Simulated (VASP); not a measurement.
Write the native input for VASP 6.6.1 that does the following.

```yaml
Task: single point
Functional: r2SCAN
Potentials_or_basis: VASP PAW PBE potentials, release 64 (Al, Ru_pv)
Cutoff: 520 eV
k_mesh: 16 × 16 × 16
Occupations: gaussian, width 0.15 eV
Spin: no spin polarisation
Dipole_correction: no
Further_INCAR_settings: ALGO = Normal; EDIFF = 1e-06; NBANDS = 16
```

AlRu:

```
Al Ru
1.0
     2.99160    0.00000    0.00000
     0.00000    2.99160    0.00000
     0.00000    0.00000    2.91681
Al Ru
1 1
Cartesian
  0.0000 0.0000 0.0000
  1.4958 1.4958 1.4584
```

This cell differs from its parent crystal: strain +0.000 along x and y, -0.025 along z.

These files were run (other wordings do the same):

POSCAR

```
AlRu
1.0
    2.9916000000      0.0000000000      0.0000000000
    0.0000000000      2.9916000000      0.0000000000
    0.0000000000      0.0000000000      2.9168100000
Al Ru
1 1
Direct
    0.0000000000      0.0000000000      0.0000000000
    0.5000000000      0.5000000000      0.5000000000
```

INCAR.step1

```
PREC     = Accurate       # precision mode
ENCUT    = 520            # plane-wave cutoff, eV
ISMEAR   = 0              # smearing method
SIGMA    = 0.15           # smearing width, eV
LREAL    = False          # projectors in reciprocal space
LASPH    = True           # aspherical terms in the spheres
NELM     = 60             # most SCF steps
NBANDS   = 16             # bands
GGA      = PE             # functional
ALGO     = Normal         # electronic algorithm
EDIFF    = 1E-4           # SCF threshold, eV
LWAVE    = True           # write WAVECAR
LCHARG   = False          # write CHGCAR
```

INCAR.step2

```
PREC     = Accurate       # precision mode
ENCUT    = 520            # plane-wave cutoff, eV
EDIFF    = 1E-6           # SCF threshold, eV
ISMEAR   = 0              # smearing method
SIGMA    = 0.15           # smearing width, eV
LREAL    = False          # projectors in reciprocal space
LASPH    = True           # aspherical terms in the spheres
NELM     = 60             # most SCF steps
ALGO     = Normal         # electronic algorithm
ISIF     = 2              # what is computed and relaxed
LWAVE    = False          # write WAVECAR
LCHARG   = False          # write CHGCAR
METAGGA  = R2SCAN         # meta-GGA
LMIXTAU  = True         
NBANDS   = 16             # bands
ISTART   = 1
```

KPOINTS

```
regular mesh
0
Gamma
  16 16 16
```

Potentials or basis: VASP PAW PBE potentials, release 64 (Al, Ru_pv).

Run with:

```bash
$ cat potpaw_PBE.64/Al/POTCAR potpaw_PBE.64/Ru_pv/POTCAR > POTCAR
$ cp INCAR.step1 INCAR
$ mpirun -np 1 vasp_std > vasp.out
$ cp INCAR.step2 INCAR
$ mpirun -np 1 vasp_std > vasp.out
```

It gave:

* Pressure: 4.0 GPa
* Band gap on the k mesh: zero (an odd number of electrons rules out a gap without spin polarisation)

Caveat: the cell differs from its parent crystal (strain +0.000 along x and y, -0.025 along z); the cell stands under pressure; the PAW data sets were made with another functional, which shifts forces and pressure a little.

It took 7.8 min on 1 thread of Intel Xeon 8259CL, with other jobs on the host, peak memory 0.28 GiB.
